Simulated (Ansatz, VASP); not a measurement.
Ga in VASP and in Ansatz

```
CELL_PARAMETERS angstrom
2.85916 0.00000 0.00000
-1.42958 2.47611 0.00000
0.00000 0.00000 2.73717
ATOMIC_POSITIONS crystal
Ga 0.00000 0.00000 0.00000
```

Alike in both runs: functional PBE; k mesh 17 × 17 × 15; occupations fermi-dirac, width 0.05 eV; no spin polarisation.

Ansatz relaxed the structure, and its values are those at the end. VASP's run is a single point on that final structure, the one shown.

|  | VASP | Ansatz |
| --- | --- | --- |
| version | VASP 6.6.1 | Ansatz 0.2.0 |
| potentials or method | VASP PAW PBE potentials, release 64 (Ga_d) | PAW with Ansatz's default frozen-core files, scalar-relativistic |
| plane-wave cutoff (eV) | 520 | 420 |
| valence electrons in the cell | 13 | 13 |

|  | VASP | Ansatz | Ansatz less VASP |
| --- | --- | --- | --- |
| pressure (GPa) | 0.1 | 0.0 | -0.10 |

With one functional, cell and mesh, what is left measures potentials, basis and numerics.
